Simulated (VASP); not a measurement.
Here is a VASP 6.6.1 calculation.

The input INCAR:

```
ALGO = Normal
EDIFF = 1E-7
ENCUT = 520
GGA = PE
ISIF = 2
ISMEAR = 0
LASPH = True
LCHARG = True
LELF = True
LREAL = False
LVHAR = True
LWAVE = False
NBANDS = 46
NELM = 80
PREC = Accurate
SIGMA = 0.1
```

File KPOINTS:

```
k-points
0
Gamma
  12 12 8
```

POSCAR

```
Sn2PW3
1.0
    5.4618335458      0.0000000000      0.0000000000
   -2.7309167729      4.7300866019      0.0000000000
    0.0000000000      0.0000000000      4.7124829400
Sn P W
2 1 3
Direct
    0.6666666667      0.3333333333      0.0000000000
    0.3333333333      0.6666666667      0.0000000000
    0.0000000000      0.0000000000      0.0000000000
    0.5000000000      0.5000000000      0.5000000000
    0.5000000000      0.0000000000      0.5000000000
    0.0000000000      0.5000000000      0.5000000000
```

Potentials or basis: VASP PAW PBE potentials, release 64 (Sn_d, P, W_sv).

Command:

```bash
$ cat potpaw_PBE.64/Sn_d/POTCAR potpaw_PBE.64/P/POTCAR potpaw_PBE.64/W_sv/POTCAR > POTCAR
$ mpirun -np 1 vasp_std > vasp.out
```

(1) What does it give for the band gap on the k mesh?

(2) Estimate the pressure.

Results:

(1) zero (an odd number of electrons rules out a gap without spin polarisation).

(2) 0.2 GPa.

Caveat: spin-orbit coupling is left out, which moves the levels of the heavy elements.
